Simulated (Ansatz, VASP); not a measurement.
Zr: VASP beside Ansatz

The input INCAR:

```
SYSTEM = Zr
PREC = Accurate
ENCUT = 600
EDIFF = 1E-7
ISMEAR = 0
SIGMA = 0.1
LREAL = .False.
LASPH = .True.
NELM = 100
ALGO = Normal
ISIF = 3
LWAVE = .False.
LCHARG = .False.
GGA = PE
IBRION = 2
NSW = 90
EDIFFG = -0.04
```

File KPOINTS:

```
Automatic mesh
0
Gamma
  6 6 6
  0 0 0
```

File POSCAR:

```
Zr
1.0
    1.6976545112      0.9801412890      8.2046577289
   -1.6976545112      0.9801412890      8.2046577289
    0.0000000000     -1.9602825781      8.2046577289
Zr
3
Direct
    0.0000000000      0.0000000000      0.0000000000
    0.2222200000      0.2222200000      0.2222200000
    0.7777800000      0.7777800000      0.7777800000
```

Input for Ansatz:

```yaml
crystal:
  lattice:
    - [1.6976545112, 0.980141289, 8.2046577289]
    - [-1.6976545112, 0.980141289, 8.2046577289]
    - [0.0, -1.9602825781, 8.2046577289]
  atoms:
    - { symbol: Zr, position: [0.0, 0.0, 0.0] }
    - { symbol: Zr, position: [0.22222, 0.22222, 0.22222] }
    - { symbol: Zr, position: [0.77778, 0.77778, 0.77778] }
basis:
  ecutwfc: 420
kpoints:
  mp_grid: { grid: [6, 6, 6] }
hamiltonian:
  xc: pbe
scf:
  occupations: { method: gaussian, width: 0.1 }
  lower_state_search: "off"
output:
  forces: true
  stress: true
  eigenvalues: true
relax:
  adjacent_minimum: "off"
  f_tol: 0.04
  max_steps: 70
  cell: { stress_tol: 0.4 }
```

Alike in both runs: task relaxation of cell and atoms; functional PBE; k mesh 6 × 6 × 6; occupations gaussian, width 0.1 eV; no spin polarisation.

```csv
,VASP,Ansatz
version,VASP 6.6.1,Ansatz 0.2.0
potentials or method,"VASP PAW PBE potentials, release 64 (Zr_sv), cutoff 600 eV","scalar-relativistic, plane waves, PAW"
valence electrons in the cell,36,36
```

|  | VASP | Ansatz | Ansatz less VASP |
| --- | --- | --- | --- |
| gap on the k mesh at the Fermi level, each at its own relaxed structure (eV) | none | none | - |
| relaxed volume (Å³/atom) | 23.39 | 23.37 | -0.020 |
| relaxed cell length with the largest relative difference (Å) | 8.066 | 8.032 | -0.0339 |

A gap of «none» marks a metal or a gap that the smearing closes.
